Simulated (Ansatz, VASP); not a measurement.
Pt: VASP beside Ansatz

Contents of INCAR:

```
SYSTEM = Pt
  PREC = Accurate
  ENCUT = 500
  EDIFF = 1E-6
  ISMEAR = -1
  SIGMA = 0.1
  LREAL = .False.
  LASPH = .True.
  NELM = 200
  ALGO = Normal
  ISIF = 2
  LWAVE = .False.
  LCHARG = .True.
  ISPIN = 2
  MAGMOM = 0.6
  LORBIT = 11
  LMAXMIX = 4
  GGA = PE
  LELF = .True.
  LVHAR = .True.
  NBANDS = 15
  GGA_COMPAT = .False.
```

KPOINTS

```
regular mesh
0
Gamma
  14 14 14
  0 0 0
```

The input POSCAR:

```
Pt
1.0
    0.0000000000      1.9609000000      1.9609000000
    1.9609000000      0.0000000000      1.9609000000
    1.9609000000      1.9609000000      0.0000000000
Pt
1
Direct
    0.0000000000      0.0000000000      0.0000000000
```

Input for Ansatz:

```yaml
crystal:
  lattice:
    - [0.0, 1.9609, 1.9609]
    - [1.9609, 0.0, 1.9609]
    - [1.9609, 1.9609, 0.0]
  atoms:
    - { symbol: Pt, position: [0.0, 0.0, 0.0], spin: 0.6 }
magnetization:
  spin_polarized: true
kpoints:
  mp_grid: { grid: [14, 14, 14] }
scf:
  occupations: { method: fermi_dirac, width: 0.1 }
  lower_state_search: "off"
hamiltonian:
  xc: pbe
  pseudopotentials: { kind: all_electron, lapw: { basis_error: 0.0005 } }
output:
  forces: true
  stress: true
  eigenvalues: false
  populations: true
  dos: { projected: true, de: 0.1, e_range: [-8, 5] }
```

Alike in both runs: task single point; functional PBE; k mesh 14 × 14 × 14; occupations fermi-dirac, width 0.1 eV; collinear spin.

|  | VASP | Ansatz |
| --- | --- | --- |
| version | VASP 6.6.1 | Ansatz 0.2.0 |
| potentials or method | VASP PAW PBE potentials, release 64 (Pt), cutoff 500 eV | all-electron LAPW, scalar-relativistic |

|  | VASP | Ansatz | Ansatz less VASP |
| --- | --- | --- | --- |
| pressure (GPa) | 9.8 | 10.3 | +0.48 |
| net moment per atom (μB) | 0.00 | 0.00 | 0.000 |

Ansatz ran all-electron here, and VASP with PAW potentials. Ansatz's warnings: seeded moment not kept.

Spin-orbit coupling is off throughout.
